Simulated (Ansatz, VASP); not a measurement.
# CuI: VASP beside Ansatz

```xyz
4
Lattice="3.7081 -3.6862 0.0000 3.7081 3.6862 0.0000 0.0000 0.0000 4.2781" Properties=species:S:1:pos:R:3 pbc="T T T"
Cu    3.7081    0.5866    3.2086
Cu    3.7081   -0.5866    1.0695
I     3.7081   -1.9909    3.2086
I     3.7081    1.9909    1.0695
```

Change from the starting cell: volume scaled by 0.98, crystal datasets.

Alike in both runs: task electric field gradients; functional PBE; k mesh 5 × 5 × 6; occupations fermi-dirac, width 0.02 eV; no spin polarisation.

|  | VASP | Ansatz |
| --- | --- | --- |
| version | VASP 6.6.1 | Ansatz 0.2.0 |
| potentials or method | VASP PAW PBE potentials, release 64 (Cu, I), cutoff 520 eV | all-electron PAW with datasets made for the crystal, scalar-relativistic |

|  | VASP | Ansatz | Ansatz less VASP |
| --- | --- | --- | --- |
| gap on the k mesh at the Fermi level (eV) | 1.06 | 1.04 | -0.017 |
| pressure (GPa) | 2.3 | 2.2 | -0.05 |
| traceless stress, the component that is largest in VASP (GPa) | -1.24 | -1.18 | +0.057 |
| rms of the force components (eV/Å) | 0.147 | 0.143 | -0.0039 |
| size of Vzz on the site where it differs most (V/Å²) | 396.5 | 410.2 | +13.76 |

Atom by atom the forces differ by 0.005 eV/Å (rms over components). Ansatz ran all-electron here, and VASP with PAW potentials.

Spin-orbit coupling is off throughout.
